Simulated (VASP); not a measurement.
# WF2 (P4_2/mnm) in VASP: further runs, part 2 of 2

VASP 6.6.1.

### 3 Relaxation of cell and atoms, PBE

Contents of INCAR:

```
ALGO = Fast
EDIFF = 1E-6
EDIFFG = -0.01
ENCUT = 600
GGA = PE
IBRION = 2
ISIF = 3
ISMEAR = 0
LASPH = T
LCHARG = F
LREAL = F
LWAVE = F
NELM = 100
NSW = 100
PREC = Accurate
SIGMA = 0.1
```

Contents of KPOINTS:

```
k-points
0
Gamma
  6 6 14
```

Contents of POSCAR:

```
WF2
1.0
    5.8926593052      0.0000000000      0.0000000000
    0.0000000000      5.8926593052      0.0000000000
    0.0000000000      0.0000000000      2.4531993801
W F
2 4
Direct
    0.0000000000      0.0000000000      0.0000000000
    0.5000000000      0.5000000000      0.5000000000
    0.2457756166      0.2457756166      0.0000000000
    0.7542243834      0.7542243834      0.0000000000
    0.7457756166      0.2542243834      0.5000000000
    0.2542243834      0.7457756166      0.5000000000
```

Potentials or basis: VASP PAW PBE potentials, release 64 (W_sv, F).

Launch:

```
$ cat potpaw_PBE.64/W_sv/POTCAR potpaw_PBE.64/F/POTCAR > POTCAR
$ mpirun -np 1 vasp_std > vasp.out
```

OUTCAR:

```text
EDIFF = 1E-6
   EDIFFG = -0.01
   ENCUT = 600
   GGA = PE
   IBRION = 2
   ISIF = 3
   ISMEAR = 0
   LASPH = T
   LREAL = F
   NELM = 100
   NSW = 100
   PREC = Accurate

 ion  position               nearest neighbor table
   1  0.000  0.000  0.000-   3 2.05   4 2.05   5 2.45   6 2.45   5 2.45   6 2.45
   2  0.500  0.500  0.500-   5 2.05   6 2.05   3 2.45   4 2.45   3 2.45   4 2.45
   3  0.246  0.246  0.000-   1 2.05   2 2.45   2 2.45
   4  0.754  0.754  0.000-   1 2.05   2 2.45   2 2.45
   5  0.746  0.254  0.500-   2 2.05   1 2.45   1 2.45
   6  0.254  0.746  0.500-   2 2.05   1 2.45   1 2.45

  LATTYP: Found a simple tetragonal cell.
 ALAT       =     5.8926593052
 C/A-ratio  =     0.4163144776

  Lattice vectors:

 A1 = (   5.8926593052,   0.0000000000,   0.0000000000)
 A2 = (   0.0000000000,   5.8926593052,   0.0000000000)
 A3 = (   0.0000000000,   0.0000000000,   2.4531993801)

Analysis of symmetry for initial positions (statically):
=====================================================================
 Subroutine PRICEL returns:
 Original cell was already a primitive cell.

 Routine SETGRP: Setting up the symmetry group for a
 simple tetragonal supercell.

[... 181 lines left out ...]
------------------------ aborting loop because EDIFF is reached ----------------------------------------

  FORCE on cell =-STRESS in cart. coord.  units (eV):
  Direction    XX          YY          ZZ          XY          YZ          ZX
  --------------------------------------------------------------------------------------
  -------------------------------------------------------------------------------------
  Total        0.1512077      0.1512077      2.2317262     -0.0000000      0.0000000      0.0000000
  in kB        2.8439969      2.8439969     41.9755111     -0.0000000      0.0000000      0.0000000
  external PRESSURE =      15.8878349 kB  Pullay stress =       0.0000000 kB
[... 227 lines left out ...]
--------------------------------------- Ionic step        7  -------------------------------------------

 number of electron      55.9999999 magnetization

 Free energy of the ion-electron system (eV)
  ---------------------------------------------------
  ext. energy  EPLUGINS =         0.00000000
  ---------------------------------------------------
  free energy    TOTEN  =       -38.44811350 eV

  energy without entropy =      -38.42403957  energy(sigma->0) =      -38.43607653

 E-fermi :   5.2859     XC(G=0): -10.2100

 val. band max:        5.2848527192   @ k =   0.3333   0.1667   0.0714
 cond. band min:       5.2951668186   @ k =   0.1667   0.1667   0.2857
 fundamental gap:      0.0103140994
 Fermi energy:         5.2859346050

 k-point     1 :       0.0000    0.0000    0.0000
  band No.  band energies     occupation
      1     -69.9130      2.00000
      2     -69.9127      2.00000
      3     -34.3914      2.00000
      4     -34.3914      2.00000
      5     -34.3388      2.00000
      6     -34.3388      2.00000
[... 853 lines left out ...]
     32       6.5311      0.00000
     33       6.7253      0.00000

 [... further k-points ...]
[... 5 lines left out ...]
  --------------------------------------------------------------------------------------
  -------------------------------------------------------------------------------------
  Total       -0.0243698     -0.0243698      0.0046698     -0.0000000      0.0000000      0.0000000
  in kB       -0.4554133     -0.4554133      0.0872671     -0.0000000      0.0000000      0.0000000
  external PRESSURE =      -0.2745198 kB  Pullay stress =       0.0000000 kB
[... 21 lines left out ...]
  FREE ENERGIE OF THE ION-ELECTRON SYSTEM (eV)
  ---------------------------------------------------
  free  energy   TOTEN  =       -38.4481134983 eV

  energy  without entropy=      -38.4240395708  energy(sigma->0) =      -38.43607653

 reached required accuracy - stopping structural energy minimisation
```

CONTCAR:

```text
WF2
   1.00000000000000
     5.8767440662033197   -0.0000000000000000    0.0000000000000000
    -0.0000000000000000    5.8767440662033197    0.0000000000000000
     0.0000000000000000    0.0000000000000000    2.4824671064711392
  W               F
     2     4
Direct
     0.0000000000000000    0.0000000000000000    0.0000000000000000
     0.5000000000000000    0.5000000000000000    0.5000000000000000
     0.2476154159878420    0.2476154159878420    0.0000000000000000
     0.7523845840121579    0.7523845840121579    0.0000000000000000
     0.7476154159878421    0.2523845840121580    0.5000000000000000
     0.2523845840121580    0.7476154159878421    0.5000000000000000

  0.00000000E+00  0.00000000E+00  0.00000000E+00
  0.00000000E+00  0.00000000E+00  0.00000000E+00
  0.00000000E+00  0.00000000E+00  0.00000000E+00
  0.00000000E+00  0.00000000E+00  0.00000000E+00
  0.00000000E+00  0.00000000E+00  0.00000000E+00
  0.00000000E+00  0.00000000E+00  0.00000000E+00
```

Wall time 32 min (1 thread of Oxide Virtual Turin-like, shared host); peak memory 0.34 GiB.

What came out:

- Free energy: -38.4481 eV
- Relaxed volume: 14.29 Å³/atom
- Relaxed cell: a = 5.877 Å, b = 5.877 Å, c = 2.482 Å, α = 90.00°, β = 90.00°, γ = 90.00°
- Space group after relaxing (to 0.1 Å): P4_2/mnm (No. 136)
- Energy gained by relaxing: 2.6 meV/atom
- Ionic steps: 7
- Pressure after relaxing: 0.0 GPa
- Band gap on the k mesh: zero (bands 28 and 29 overlap by 0.54 eV)

Step by step:
| step | energy change (eV) | largest force (eV/Å) | pressure (GPa) | volume (Å³) |
| --- | --- | --- | --- | --- |
| 1 | 0.0000 | 0.1286 | 1.59 | 85.18 |
| 2 | -0.0094 | 0.0272 | -1.41 | 86.92 |
| 3 | -0.0134 | 0.0603 | -0.39 | 86.29 |
| 4 | -0.0147 | 0.0684 | 0.00 | 85.96 |
| 5 | -0.0148 | 0.0727 | 0.19 | 85.80 |
| 6 | -0.0157 | 0.0252 | 0.02 | 85.76 |
| 7 | -0.0158 | 0.0004 | -0.03 | 85.73 |

Final structure:
```yaml
crystal:
  lattice:
    - [5.87674, 0.00000, 0.00000]
    - [0.00000, 5.87674, 0.00000]
    - [0.00000, 0.00000, 2.48247]
  atoms:
    - { symbol: W, position: [0.00000, 0.00000, 0.00000] }
    - { symbol: W, position: [0.50000, 0.50000, 0.50000] }
    - { symbol: F, position: [0.24762, 0.24762, 0.00000] }
    - { symbol: F, position: [0.75238, 0.75238, 0.00000] }
    - { symbol: F, position: [0.74762, 0.25238, 0.50000] }
    - { symbol: F, position: [0.25238, 0.74762, 0.50000] }
```

Caveat: spin-orbit coupling is left out, which moves the levels of the heavy elements.

### 4 Single point, PBE, collinear spin

This run uses another cell than the first one, of 14.27 Å³/atom.

Contents of INCAR:

```
SYSTEM = WF2
PREC = Accurate ; ENCUT = 520
EDIFF = 1E-7 ; ISMEAR = 0
SIGMA = 0.1 ; LREAL = .False.
LASPH = .True. ; NELM = 150
ALGO = Normal ; ISIF = 2
LWAVE = .False. ; LCHARG = .True.
ISPIN = 2 ; MAGMOM = 0.51 0.51 0.04 0.04 0.04 0.04
LORBIT = 11 ; NUPDOWN = 2.0
LMAXMIX = 4 ; GGA = PE
LELF = .True. ; LVHAR = .True.
NBANDS = 41
```

Contents of KPOINTS:

```
Automatic mesh
0
Gamma
  6 6 14
  0 0 0
```

Contents of POSCAR:

```
WF2
1.0
    5.8785241806      0.0000000000      0.0000000000
    0.0000000000      5.8785241806      0.0000000000
    0.0000000000      0.0000000000      2.4769626336
W F
2 4
Direct
    0.0000000000      0.0000000000      0.0000000000
    0.5000000000      0.5000000000      0.5000000000
    0.2463486688      0.2463486688      0.0000000000
    0.7536513312      0.7536513312      0.0000000000
    0.7463486688      0.2536513312      0.5000000000
    0.2536513312      0.7463486688      0.5000000000
```

Launch:

```
$ cat potpaw_PBE.64/W_sv/POTCAR potpaw_PBE.64/F/POTCAR > POTCAR
$ mpirun -np 1 vasp_std > vasp.out
```

Run time: 19 min. Hardware: 1 thread of Oxide Virtual Turin-like, shared host; peak memory 0.46 GiB.

The run converged. Its results:

| Quantity | Value |
| --- | --- |
| Free energy | -38.4565 eV |
| Pressure | 2.7 GPa |
| Largest force | 0.306 eV/Å |
| Net moment | 2.00 μB per cell |
| Site moments | W +0.78; F +0.03 μB |
| Valence electrons inside the program's atomic spheres | W 11.93; F 6.08 |

Forces in eV/Å, atoms in the order of the input:
```
W    0.000  0.000  0.000
W    0.000  0.000  0.000
F    0.216  0.216  0.000
F   -0.216 -0.216  0.000
F    0.216 -0.216  0.000
F   -0.216  0.216  0.000
```

Stress tensor (GPa, compression positive):
```
1.13 0.00 0.00
0.00 1.13 0.00
0.00 0.00 5.78
```

Caveat: spin-orbit coupling is left out, which moves the levels of the heavy elements; the total moment is fixed, so each spin has its own Fermi level and the state may be an excited one.

### 5 The runs side by side

```csv
task,spin,fixed moment (μB),cell,k mesh,cutoff (eV),gap on the mesh (eV),pressure (GPa),moment (μB),largest force (eV/Å)
single point,collinear,-,"a = 5.893, b = 5.893, c = 2.453 Å, 6 atoms, atomic positions A",4 × 4 × 6,520,none,1.1,0.48,0.10
relaxation of cell and atoms,off,-,"relaxed from a = 5.893, b = 5.893, c = 2.453 Å, 6 atoms, atomic positions A",6 × 6 × 14,600,none,0.0,-,-
single point,collinear,2.0,"a = 5.879, b = 5.879, c = 2.477 Å, 6 atoms, atomic positions B",6 × 6 × 14,520,-,2.7,2.00,0.31
```

Alike in all rows: level PBE; potentials or basis VASP PAW PBE potentials, release 64 (W_sv, F); smearing gaussian 0.1 eV.

Caveats: some runs use coarse meshes; spin-orbit coupling is left out, which moves the levels of the heavy elements; a moment this small can come from the mesh or the smearing (at least some runs); the total moment is fixed, so each spin has its own Fermi level and the state may be an excited one (at least some runs).

Absolute energies hang on the potentials; compare differences alone.

The gap in the log of VASP goes by the Fermi energy; the results here count the filled bands.